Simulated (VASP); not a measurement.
A run of VASP 6.6.1 is set up as follows.

INCAR

```
SYSTEM = Ag
PREC = Accurate
ENCUT = 520
EDIFF = 1E-6
ISMEAR = -1
SIGMA = 0.05
LREAL = .FALSE.
LASPH = .TRUE.
NELM = 60
ALGO = Normal
ISIF = 2
LWAVE = .FALSE.
LCHARG = .FALSE.
NBANDS = 12
```

File KPOINTS:

```
Automatic mesh
0
G
  24 24 24
  0 0 0
```

File POSCAR:

```
Ag
1.0
    0.0000000000      1.9911631780      1.9911631780
    1.9911631780      0.0000000000      1.9911631780
    1.9911631780      1.9911631780      0.0000000000
Ag
1
Direct
    0.0000000000      0.0000000000      0.0000000000
```

Potentials or basis: VASP PAW LDA potentials, release 64 (Ag).

Launch:

```sh
$ cat potpaw_LDA.64/Ag/POTCAR > POTCAR
$ mpirun -np 1 vasp_std > vasp.out
```

(1) Estimate the pressure.

## Answers

(1) 2.1 GPa.
